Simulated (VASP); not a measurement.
## SiC: single point with r2SCAN

Crystal: SiC.

```
Si C
1.0
     3.07848    0.00000    0.00000
    -1.53924    2.66604    0.00000
     0.00000    0.00000   15.10647
Si C
6 6
Direct
  0.00000 0.00000 0.12504
  0.00000 0.00000 0.62504
  0.33333 0.66667 0.29182
  0.66667 0.33333 0.79182
  0.33333 0.66667 0.95830
  0.66667 0.33333 0.45830
  0.00000 0.00000 0.99969
  0.00000 0.00000 0.49969
  0.33333 0.66667 0.16685
  0.66667 0.33333 0.66685
  0.33333 0.66667 0.83332
  0.66667 0.33333 0.33332
```

```yaml
Program: VASP 6.6.1
Task: single point
Functional: r2SCAN
Potentials_or_basis: VASP PAW PBE potentials, release 64 (Si, C)
Cutoff: 520 eV
k_mesh: 12 × 12 × 2
Occupations: gaussian, width 0.05 eV
Spin: no spin polarisation
```

```json
{"Pressure": "-0.2 GPa", "Band gap on the k mesh": "2.40 eV (least direct gap 3.56 eV)"}
```

Forces in eV/Å, atoms in the order of the input:
```
Si   0.000  0.000  0.002
Si   0.000  0.000  0.002
Si   0.000  0.000  0.000
Si   0.000  0.000  0.000
Si   0.000  0.000  0.000
Si   0.000  0.000  0.000
C    0.000  0.000 -0.002
C    0.000  0.000 -0.002
C    0.000  0.000 -0.001
C    0.000  0.000 -0.001
C    0.000  0.000 -0.001
C    0.000  0.000 -0.001
```

Levels at points of the mesh, in eV from the valence-band top:
```tsv
k point	band 20	band 21	band 22	band 23	band 24	band 25	band 26	band 27	band 28	band 29
(0.00, 0.00, 0.00)	-0.32	-0.32	-0.04	0.00	0.00	5.76	5.93	6.34	6.86	6.92
(0.50, 0.00, 0.00)	-2.34	-1.90	-1.87	-1.72	-1.16	2.40	2.61	3.67	4.35	5.10
(0.00, 0.00, 0.50)	-0.67	-0.10	-0.10	-0.10	-0.10	5.83	5.83	6.58	6.58	7.29
(0.50, 0.00, 0.50)	-2.46	-1.79	-1.79	-1.37	-1.37	2.46	2.46	3.89	3.89	5.35
```

Wall time 14 min on 1 thread of Intel Xeon 8259CL (shared host), peak memory 0.33 GiB.

Caveat: the PAW data sets were made with another functional, which shifts forces and pressure a little. A k mesh can miss the band edges.
